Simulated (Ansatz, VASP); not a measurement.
## HfO2: VASP beside Ansatz

INCAR

```
SYSTEM = HfO2
ALGO = Normal ; EDIFF = 1E-6
ENCUT = 520 ; GGA = PE
ISIF = 2 ; ISMEAR = -1
LASPH = .True. ; LCHARG = .True.
LELF = .True. ; LREAL = .False.
LVHAR = .True. ; LWAVE = .False.
NBANDS = 18 ; NELM = 80
PREC = Accurate ; SIGMA = 0.02
```

Contents of KPOINTS:

```
k-points
0
Gamma
  8 8 8
  0 0 0
```

Contents of POSCAR:

```
HfO2
1.0
    0.0142898801      2.5291823194      2.5291823194
    2.5291823194      0.0142898801      2.5291823194
    2.5434721995      2.5434721995      0.0000000000
Hf O
1 2
Direct
    0.0000000000      0.0000000000      0.0000000000
    0.2491943723      0.2491943723      0.2508056277
    0.7508056277      0.7508056277      0.7491943723
```

Input for Ansatz:

```yaml
crystal:
  lattice:
    - [0.0142898801, 2.5291823194, 2.5291823194]
    - [2.5291823194, 0.0142898801, 2.5291823194]
    - [2.5434721995, 2.5434721995, 0.0]
  atoms:
    - { symbol: Hf, position: [0.0, 0.0, 0.0] }
    - { symbol: O, position: [0.2491943723, 0.2491943723, 0.2508056277] }
    - { symbol: O, position: [0.7508056277, 0.7508056277, 0.7491943723] }
kpoints:
  mp_grid: { grid: [8, 8, 8] }
  band_path:
    path:
      - [0.0, 0.0, 0.0]
      - [0.5, 0.0, 0.5]
      - [0.625, 0.25, 0.625]
      - [0.375, 0.375, 0.75]
      - [0.5, 0.5, 0.5]
      - [0.5, 0.25, 0.75]
    npoints: 1
hamiltonian:
  xc: pbe
scf:
  occupations: { method: fermi_dirac, width: 0.02 }
  n_extra_bands: 4
output:
  forces: true
  stress: true
  eigenvalues: true
```

Change from the starting cell: shear_xy strain +1.1%.

Alike in both runs: task single point; functional PBE; k mesh 8 × 8 × 8; occupations fermi-dirac, width 0.02 eV; no spin polarisation.

|  | VASP | Ansatz |
| --- | --- | --- |
| version | VASP 6.6.1 | Ansatz 0.2.0 |
| potentials or method | VASP PAW PBE potentials, release 64 (Hf_pv, O) | plane waves, PAW |
| plane-wave cutoff (eV) | 520 | 420 |
| valence electrons in the cell | 22 | 38 |

|  | VASP | Ansatz | Ansatz less VASP |
| --- | --- | --- | --- |
| gap on the k mesh at the Fermi level (eV) | 3.82 | 3.80 | -0.017 |
| pressure (GPa) | 2.2 | 6.0 | +3.84 |
| traceless stress, the component that is largest in VASP (GPa) | -0.79 | -0.82 | -0.026 |
| rms of the force components (eV/Å) | 0.001 | 0.004 | +0.0028 |

Atom by atom the forces differ by 0.003 eV/Å (rms over components). VASP's potentials hold 22 valence electrons a cell and Ansatz's 38, so a difference there can come from the potentials and not from the codes.

Spin-orbit coupling is off throughout.
